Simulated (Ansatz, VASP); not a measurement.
# One calculation of BN, two programs

```
B N
1.0
     2.60415    0.00000    0.00000
    -1.30208    2.08178    0.00000
     0.00000    0.00000    6.66120
B N
2 2
Direct
  0.33333 0.66667 0.25000
  0.66667 0.33333 0.75000
  0.33333 0.66667 0.75000
  0.66667 0.33333 0.25000
```

Change from the starting cell: strain +0.0400 x Voigt [1, -1, 0, 0, 0, 0], atoms carried along.

Alike in both runs: task single point; functional r2SCAN; k mesh 12 × 12 × 4; occupations gaussian, width 0.05 eV; no spin polarisation.

|  | VASP | Ansatz |
| --- | --- | --- |
| version | VASP 6.6.1 | Ansatz 0.2.0 |
| potentials or method | VASP PAW PBE potentials, release 64 (B, N), cutoff 520 eV | scalar-relativistic, plane waves, PAW |
| valence electrons in the cell | 16 | 16 |

```tsv
	VASP	Ansatz	Ansatz less VASP
gap on the k mesh at the Fermi level (eV)	4.60	4.56	-0.035
least direct gap on the mesh (eV)	5.32	5.27	-0.043
pressure (GPa)	1.8	1.4	-0.39
traceless stress, the component that is largest in VASP (GPa)	31.64	31.31	-0.328
rms of the force components (eV/Å)	0.679	0.680	+0.0008
```

VASP's potentials were made for PBE, not for r2SCAN. Atom by atom the forces differ by 0.001 eV/Å (rms over components).
